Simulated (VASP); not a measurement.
# TiO2 (C2/c) in VASP: a series of runs

TiO2 is run at these levels: LDA; tasks: single point.

Everything below comes from runs of VASP 6.6.1. Logs are shortened: lines on timing, memory, paths and dates and some standing lists are left out, and cuts for length are marked.

### 1 The cell of the first run

The structure is monoclinic, space group C2/c (No. 15). The conventional cell has a = 5.412 Å, b = 5.413 Å, c = 5.472 Å, α = 90.00°, β = 118.77°, γ = 90.00°. Ti (site symmetry 2) has 6 O at 1.93 to 2.00 Å within 2.6 Å. O (site symmetry 1) has 3 Ti at 1.93 to 2.00 Å and 2 O at 2.50 Å within 2.6 Å.

### 2 Single point, LDA

The input, INCAR:

```
ALGO     = Normal         # electronic algorithm
EDIFF    = 1E-6           # SCF threshold, eV
ENCUT    = 600            # plane-wave cutoff, eV
GGA_COMPAT= False        
ISIF     = 2              # what is computed and relaxed
ISMEAR   = 0              # smearing method
LASPH    = True           # aspherical terms in the spheres
LCHARG   = False          # write CHGCAR
LREAL    = False          # projectors in reciprocal space
LWAVE    = False          # write WAVECAR
NBANDS   = 33             # bands
NELM     = 120            # most SCF steps
PREC     = Accurate       # precision mode
SIGMA    = 0.02           # smearing width, eV
```

The input, KPOINTS:

```
Automatic mesh
0
Gamma
  4 4 4
  0.5 0.5 0.5
```

The input, POSCAR:

```
TiO2
1.0
    2.7060340000     -2.7066550000      0.0000000000
    2.7060340000      2.7066550000      0.0000000000
   -2.6335310000      0.0000000000      4.7966370000
Ti O
2 4
Direct
    0.1341100000      0.8658900000      0.2500000000
    0.8658900000      0.1341100000      0.7500000000
    0.3312210000      0.0887550000      0.6671490000
    0.6687790000      0.9112450000      0.3328510000
    0.9112450000      0.6687790000      0.8328510000
    0.0887550000      0.3312210000      0.1671490000
```

Potentials or basis: VASP PAW LDA potentials, release 64 (Ti_sv, O).

Run with:

```console
$ cat potpaw_LDA.64/Ti_sv/POTCAR potpaw_LDA.64/O/POTCAR > POTCAR
$ mpirun -np 1 vasp_std > vasp.out
```

OUTCAR:

```text
EDIFF = 1E-6
   ENCUT = 600
   ISIF = 2
   ISMEAR = 0
   LASPH = True
   LREAL = False
   NELM = 120
   PREC = Accurate

 ion  position               nearest neighbor table
   1  0.134  0.866  0.250-   4 1.93   6 1.93   6 1.98   4 1.98   3 2.00   5 2.00
   2  0.866  0.134  0.750-   5 1.93   3 1.93   5 1.98   3 1.98   6 2.00   4 2.00
   3  0.331  0.089  0.667-   2 1.93   2 1.98   1 2.00
   4  0.669  0.911  0.333-   1 1.93   1 1.98   2 2.00
   5  0.911  0.669  0.833-   2 1.93   2 1.98   1 2.00
   6  0.089  0.331  0.167-   1 1.93   1 1.98   2 2.00

  LATTYP: Found a base centered monoclinic cell.
 ALAT       =     5.4120680000
 B/A-ratio  =     1.0002294871
 C/A-ratio  =     1.0110809974
 COS(beta)  =    -0.4812705001

  Lattice vectors:

 A1 = (   2.7060340000,  -2.7066550000,   0.0000000000)
 A2 = (   2.7060340000,   2.7066550000,   0.0000000000)
 A3 = (  -2.6335310000,   0.0000000000,   4.7966370000)

Analysis of symmetry for initial positions (statically):
=====================================================================
 Subroutine PRICEL returns:
 Original cell was already a primitive cell.

 Routine SETGRP: Setting up the symmetry group for a
 base centered monoclinic supercell.

 Subroutine GETGRP returns: Found  4 space group operations
 (whereof  2 operations were pure point group operations)
 out of a pool of  4 trial point group operations.

The static configuration has the point symmetry S_2 .
 The point group associated with its full space group is C_2h.

Analysis of symmetry for dynamics (positions and initial velocities):
=====================================================================
 Subroutine PRICEL returns:
 Original cell was already a primitive cell.

 Routine SETGRP: Setting up the symmetry group for a
 base centered monoclinic supercell.

 Subroutine GETGRP returns: Found  4 space group operations
 (whereof  2 operations were pure point group operations)
 out of a pool of  4 trial point group operations.

The dynamic configuration has the point symmetry S_2 .
 The point group associated with its full space group is C_2h.

 Subroutine INISYM returns: Found  4 space group operations
 (whereof  2 operations are pure point group operations),
 and found     1 'primitive' translations

----------------------------------------------------------------------------------------

                                     Primitive cell

  volume of cell :      70.2640

  direct lattice vectors                    reciprocal lattice vectors
     2.706034000 -2.706655000  0.000000000     0.184772253 -0.184729860  0.101446796
     2.706034000  2.706655000  0.000000000     0.184772253  0.184729860  0.101446796
    -2.633531000  0.000000000  4.796637000     0.000000000  0.000000000  0.208479399

  length of vectors
     3.827349122  3.827349122  5.472039111     0.280280858  0.280280858  0.208479399

  position of ions in fractional coordinates (direct lattice)
     0.134110000  0.865890000  0.250000000
     0.865890000  0.134110000  0.750000000
     0.331221000  0.088755000  0.667149000
     0.668779000  0.911245000  0.332851000
     0.911245000  0.668779000  0.832851000
     0.088755000  0.331221000  0.167149000

  ion indices of the primitive-cell ions
   primitive index   ion index
                 1           1
                 2           2
                 3           3
                 4           4
                 5           5
                 6           6

----------------------------------------------------------------------------------------

 KPOINTS: Automatic mesh

Automatic generation of k-mesh.
 Grid dimensions read from file:
 generate k-points for:    4    4    4

 Generating k-lattice:

  Cartesian coordinates                     Fractional coordinates (reciprocal lattice)
     0.046193063 -0.046182465  0.025361699     0.250000000  0.000000000  0.000000000
     0.046193063  0.046182465  0.025361699     0.000000000  0.250000000  0.000000000
     0.000000000  0.000000000  0.052119850     0.000000000  0.000000000  0.250000000

  Length of vectors
     0.070070215  0.070070215  0.052119850

  Shift w.r.t. Gamma in fractional coordinates (k-lattice)
     0.500000000  0.500000000  0.500000000

 Subroutine IBZKPT returns following result:
 ===========================================

 Found     20 irreducible k-points:

 Following reciprocal coordinates:
            Coordinates               Weight
  0.125000  0.125000  0.125000      2.000000
  0.375000  0.125000  0.125000      4.000000
 -0.375000  0.125000  0.125000      4.000000
 -0.125000  0.125000  0.125000      4.000000
  0.375000  0.375000  0.125000      2.000000
 -0.375000  0.375000  0.125000      4.000000
[... 12 lines left out ...]
 -0.125000 -0.375000  0.375000      4.000000
 -0.125000 -0.125000  0.375000      2.000000
   k-points           NKPTS =     20   k-points in BZ     NKDIM =     20   number of bands    NBANDS=     33
   number of dos      NEDOS =    301   number of ions     NIONS =      6
   total plane-waves  NPLWV =  49152
   dimension x,y,z NGX =    32 NGY =   32 NGZ =   48
   dimension x,y,z NGXF=    64 NGYF=   64 NGZF=   96
   ions per type =               2   4
   NGX,Y,Z   is equivalent  to a cutoff of  13.90, 13.90, 14.58 a.u.
   NGXF,Y,Z  is equivalent  to a cutoff of  27.80, 27.80, 29.17 a.u.
 SYSTEM =  unknown system
   PREC   = accura    normal or accurate (medium, high low for compatibility)
   ISTART =      0    job   : 0-new  1-cont  2-samecut
   ICHARG =      2    charge: 1-file 2-atom 10-const
   ISPIN  =      1    spin polarized calculation?
   LNONCOLLINEAR =      F non collinear calculations
   LSORBIT =      F    spin-orbit coupling
   LASPH  =      T    aspherical Exc in radial PAW
   ENCUT  =  600.0 eV  44.10 Ry    6.64 a.u.   7.64  7.64 10.93*2*pi/ulx,y,z
   NELM   =    120;   NELMIN=  2; NELMDL= -5     # of ELM steps
   EDIFF  = 0.1E-05   stopping-criterion for ELM
   LREAL  =      F    real-space projection
[... 7 lines left out ...]
   TEBEG  =    0.0;   TEEND  =   0.0 temperature during run
   PSTRESS=    0.0 pullay stress
   NELECT =      48.0000    total number of electrons
   NUPDOWN=      -1.0000    fix difference up-down
   EMIN   =  10.00;   EMAX   =-10.00  energy-range for DOS
   EFERMI =   0.00;   METHOD = LEGACY
   ISMEAR =     0;   SIGMA  =   0.02  broadening in eV -4-tet -1-fermi 0-gaus
   EFERMI_NEDOS =   21; number of points for ismear=-14 and -15
   IALGO  =     38    algorithm
   IMIX   =      4    mixing-type and parameters
     AMIX     =   0.40;   BMIX     =  1.00
     AMIX_MAG =   1.60;   BMIX_MAG =  1.00
  volume/ion in A,a.u.               =      11.71        79.03
  Fermi-wavevector in a.u.,A,eV,Ry     =   1.441820  2.724644 28.284385  2.078844
  Thomas-Fermi vector in A             =   2.560409
   LORBIT       =      0    0 simple, 1 ext, 2 COOP (PROOUT), +10 PAW based schemes
   GGA     = CA    functional components
   LHFCALC =     F    Hartree Fock is set to
   AEXX    =    0.0000 exact exchange contribution
   IVDW    =     0    specifies the selected vdW correction
   LEPSILON=     F    determine dielectric tensor
   LRPA    =     F    only Hartree local field effects (RPA)
 non-spin polarized calculation
 Gauss-broadening in eV      SIGMA  =   0.02
  energy-cutoff  :      600.00
  volume of cell :       70.26
 maximum number of plane-waves:      2362
   NGX = 15   NGY = 15   NGZ = 21

 number of electron      48.0000002 magnetization

 Free energy of the ion-electron system (eV)
  ---------------------------------------------------
  ext. energy  EPLUGINS =         0.00000000
  ---------------------------------------------------
  free energy    TOTEN  =       -58.69779891 eV

  energy without entropy =      -58.69779891  energy(sigma->0) =      -58.69779891

 E-fermi :   2.8591     XC(G=0): -11.1904

 val. band max:        2.7706381349   @ k =  -0.3750  -0.3750   0.3750
 cond. band min:       5.3272654286   @ k =  -0.1250  -0.1250   0.3750
 fundamental gap:      2.5566272938
 Fermi energy:         2.8591416509

 k-point     1 :       0.1250    0.1250    0.1250
  band No.  band energies     occupation
      1     -52.9605      2.00000
      2     -52.9251      2.00000
      3     -29.7516      2.00000
      4     -29.6264      2.00000
      5     -29.6009      2.00000
      6     -29.5214      2.00000
[... 25 lines left out ...]
     32       8.4199      0.00000
     33       8.5379      0.00000

 k-point     2 :       0.3750    0.1250    0.1250
  band No.  band energies     occupation
      1     -52.9499      2.00000
      2     -52.9328      2.00000
      3     -29.7491      2.00000
      4     -29.6946      2.00000
      5     -29.6027      2.00000
      6     -29.5652      2.00000
[... 25 lines left out ...]
     32       8.8575      0.00000
     33       9.0509      0.00000

 k-point     3 :      -0.3750    0.1250    0.1250
  band No.  band energies     occupation
      1     -52.9600      2.00000
      2     -52.9227      2.00000
      3     -29.8007      2.00000
      4     -29.6738      2.00000
      5     -29.5958      2.00000
      6     -29.5625      2.00000
[... 25 lines left out ...]
     32       8.9521      0.00000
     33       9.3220      0.00000

 k-point     4 :      -0.1250    0.1250    0.1250
  band No.  band energies     occupation
      1     -52.9670      2.00000
      2     -52.9185      2.00000
      3     -29.7960      2.00000
      4     -29.6119      2.00000
      5     -29.5928      2.00000
      6     -29.5251      2.00000
[... 25 lines left out ...]
     32       8.4205      0.00000
     33       8.4638      0.00000

 k-point     5 :       0.3750    0.3750    0.1250
  band No.  band energies     occupation
      1     -52.9428      2.00000
      2     -52.9371      2.00000
      3     -29.7703      2.00000
      4     -29.7343      2.00000
      5     -29.6189      2.00000
      6     -29.6048      2.00000
[... 460 lines left out ...]
 k-point    18 :      -0.3750   -0.3750    0.3750
  band No.  band energies     occupation
      1     -52.9508      2.00000
      2     -52.9291      2.00000
      3     -29.7896      2.00000
      4     -29.7212      2.00000
      5     -29.6233      2.00000
      6     -29.5996      2.00000
[... 25 lines left out ...]
     32       9.3502      0.00000
     33       9.6765      0.00000

 k-point    19 :      -0.1250   -0.3750    0.3750
  band No.  band energies     occupation
      1     -52.9596      2.00000
      2     -52.9231      2.00000
      3     -29.8004      2.00000
      4     -29.6790      2.00000
      5     -29.5979      2.00000
      6     -29.5557      2.00000
[... 25 lines left out ...]
     32       8.9694      0.00000
     33       9.1283      0.00000

 k-point    20 :      -0.1250   -0.1250    0.3750
  band No.  band energies     occupation
      1     -52.9621      2.00000
      2     -52.9234      2.00000
      3     -29.7706      2.00000
      4     -29.6208      2.00000
      5     -29.5990      2.00000
      6     -29.5255      2.00000
[... 25 lines left out ...]
     32       8.3455      0.00000
     33       8.5343      0.00000

------------------------ aborting loop because EDIFF is reached ----------------------------------------

  FORCE on cell =-STRESS in cart. coord.  units (eV):
  Direction    XX          YY          ZZ          XY          YZ          ZX
  --------------------------------------------------------------------------------------
  -------------------------------------------------------------------------------------
  Total       -5.3581066     -5.3740336     -5.2699773      0.0000000      0.0000000     -0.1835277
  in kB     -122.1768524   -122.5400228   -120.1673055      0.0000000      0.0000000     -4.1848433
  external PRESSURE =    -121.6280602 kB  Pullay stress =       0.0000000 kB

 VOLUME and BASIS-vectors are now :
 -----------------------------------------------------------------------------
  energy-cutoff  :      600.00
  volume of cell :       70.26
      direct lattice vectors                 reciprocal lattice vectors
     2.706034000 -2.706655000  0.000000000     0.184772253 -0.184729860  0.101446796
     2.706034000  2.706655000  0.000000000     0.184772253  0.184729860  0.101446796
    -2.633531000  0.000000000  4.796637000     0.000000000  0.000000000  0.208479399

 POSITION                                       TOTAL-FORCE (eV/Angst)
 -----------------------------------------------------------------------------------
      2.04765      1.98068      1.19916         0.000000      0.068164     -0.000000
      0.73089     -1.98068      3.59748         0.000000     -0.068164      0.000000
     -0.62049     -0.65627      3.20007         0.011199     -0.043777     -0.318688
      3.39903      0.65627      1.59657        -0.011199      0.043777      0.318688
      2.08226     -0.65627      3.99488        -0.011199     -0.043777      0.318688
      0.69628      0.65627      0.80175         0.011199      0.043777     -0.318688
 -----------------------------------------------------------------------------------
    total drift:                                0.000000      0.000000      0.000000

  FREE ENERGIE OF THE ION-ELECTRON SYSTEM (eV)
  ---------------------------------------------------
  free  energy   TOTEN  =       -58.6977989064 eV

  energy  without entropy=      -58.6977989064  energy(sigma->0) =      -58.69779891
```

It took 33 s on 1 thread of Intel Xeon 6975P-C (Granite Rapids), shared host; peak memory 0.2 GiB.

Results:

| Quantity | Value |
| --- | --- |
| Free energy | -58.6978 eV |
| Pressure | -12.2 GPa |
| Largest force | 0.322 eV/Å |
| Band gap on the k mesh | 2.56 eV (least direct gap 2.85 eV) |

Forces on the atoms (eV/Å):
```
Ti   0.000  0.068  0.000
Ti   0.000 -0.068  0.000
O    0.011 -0.044 -0.319
O   -0.011  0.044  0.319
O   -0.011 -0.044  0.319
O    0.011  0.044 -0.319
```

Levels at points of the mesh, in eV from the valence-band top:
```
           k point  band 21  band 22  band 23  band 24  band 25  band 26  band 27  band 28
(0.12, 0.12, 0.12)    -1.27    -0.76    -0.73    -0.32     2.64     2.69     3.31     3.51
```

Caveat: the cell stands under tension; a shifted mesh leaves out Γ, where band edges can lie.

### 3 Single point, LDA

The input, INCAR:

```
SYSTEM = TiO2
  ALGO = Normal
  EDIFF = 1E-6
  ENCUT = 600
  GGA = CA
  GGA_COMPAT = .False.
  ISIF = 2
  ISMEAR = 0
  LASPH = .True.
  LCHARG = .False.
  LREAL = .False.
  LWAVE = .False.
  NBANDS = 33
  NELM = 120
  PREC = Accurate
  SIGMA = 0.02
```

The input, KPOINTS:

```
k-points
0
Gamma
  6 6 4
  0 0 0
```

POSCAR is that of step 2.

Potentials or basis: VASP PAW LDA potentials, release 64 (Ti_sv, O).

Run with:

```console
$ cat potpaw_LDA.64/Ti_sv/POTCAR potpaw_LDA.64/O/POTCAR > POTCAR
$ mpirun -np 1 vasp_std > vasp.out
```

OUTCAR:

```text
SYSTEM = TiO2
   EDIFF = 1E-6
   ENCUT = 600
   GGA = CA
   ISIF = 2
   ISMEAR = 0
   LASPH = .True.
   LREAL = .False.
   NELM = 120
   PREC = Accurate

 ion  position               nearest neighbor table
   1  0.134  0.866  0.250-   4 1.93   6 1.93   6 1.98   4 1.98   3 2.00   5 2.00
   2  0.866  0.134  0.750-   5 1.93   3 1.93   5 1.98   3 1.98   6 2.00   4 2.00
   3  0.331  0.089  0.667-   2 1.93   2 1.98   1 2.00
   4  0.669  0.911  0.333-   1 1.93   1 1.98   2 2.00
   5  0.911  0.669  0.833-   2 1.93   2 1.98   1 2.00
   6  0.089  0.331  0.167-   1 1.93   1 1.98   2 2.00

  LATTYP: Found a base centered monoclinic cell.
 ALAT       =     5.4120680000
 B/A-ratio  =     1.0002294871
 C/A-ratio  =     1.0110809974
 COS(beta)  =    -0.4812705001

  Lattice vectors:

 A1 = (   2.7060340000,  -2.7066550000,   0.0000000000)
 A2 = (   2.7060340000,   2.7066550000,   0.0000000000)
 A3 = (  -2.6335310000,   0.0000000000,   4.7966370000)

Analysis of symmetry for initial positions (statically):
=====================================================================
[... 186 lines left out ...]
 cond. band min:       4.7434304824   @ k =   0.0000   0.0000   0.0000
 fundamental gap:      1.9505412328
 Fermi energy:         3.0410681664

 k-point     1 :       0.0000    0.0000    0.0000
  band No.  band energies     occupation
      1     -52.9729      2.00000
      2     -52.9162      2.00000
      3     -29.8102      2.00000
      4     -29.5829      2.00000
      5     -29.5825      2.00000
      6     -29.5184      2.00000
[... 853 lines left out ...]
     32       8.6345      0.00000
     33       8.8707      0.00000

 [... further k-points ...]

------------------------ aborting loop because EDIFF is reached ----------------------------------------

  FORCE on cell =-STRESS in cart. coord.  units (eV):
  Direction    XX          YY          ZZ          XY          YZ          ZX
  --------------------------------------------------------------------------------------
  -------------------------------------------------------------------------------------
  Total       -5.3629708     -5.3783925     -5.2494916      0.0000000      0.0000000     -0.1842049
  in kB     -122.2877680   -122.6394161   -119.7001870      0.0000000      0.0000000     -4.2002855
  external PRESSURE =    -121.5424570 kB  Pullay stress =       0.0000000 kB

 VOLUME and BASIS-vectors are now :
 -----------------------------------------------------------------------------
  energy-cutoff  :      600.00
  volume of cell :       70.26
      direct lattice vectors                 reciprocal lattice vectors
     2.706034000 -2.706655000  0.000000000     0.184772253 -0.184729860  0.101446796
     2.706034000  2.706655000  0.000000000     0.184772253  0.184729860  0.101446796
    -2.633531000  0.000000000  4.796637000     0.000000000  0.000000000  0.208479399

 POSITION                                       TOTAL-FORCE (eV/Angst)
 -----------------------------------------------------------------------------------
      2.04765      1.98068      1.19916         0.000000      0.066052      0.000000
      0.73089     -1.98068      3.59748        -0.000000     -0.066052      0.000000
     -0.62049     -0.65627      3.20007         0.011556     -0.045143     -0.312022
      3.39903      0.65627      1.59657        -0.011556      0.045143      0.312022
      2.08226     -0.65627      3.99488        -0.011556     -0.045143      0.312022
      0.69628      0.65627      0.80175         0.011556      0.045143     -0.312022
 -----------------------------------------------------------------------------------
    total drift:                                0.000000      0.000000      0.000000

  FREE ENERGIE OF THE ION-ELECTRON SYSTEM (eV)
  ---------------------------------------------------
  free  energy   TOTEN  =       -58.6927674885 eV

  energy  without entropy=      -58.6927674885  energy(sigma->0) =      -58.69276749
```

Run time: 77 s. Hardware: 1 thread of Intel Xeon 6975P-C (Granite Rapids), shared host; peak memory 0.24 GiB.

What came out:

- Free energy: -58.6928 eV
- Pressure: -12.2 GPa
- Largest force: 0.315 eV/Å
- Band gap on the k mesh: 1.95 eV (least direct gap 2.28 eV)

Forces on the atoms (eV/Å):
```
Ti   0.000  0.066  0.000
Ti   0.000 -0.066  0.000
O    0.012 -0.045 -0.312
O   -0.012  0.045  0.312
O   -0.012 -0.045  0.312
O    0.012  0.045 -0.312
```

Stress tensor (GPa, compression positive):
```
-12.23   0.00  -0.42
  0.00 -12.26   0.00
 -0.42   0.00 -11.97
```

Caveat: the cell stands under tension.

[end of part 1 of 2]
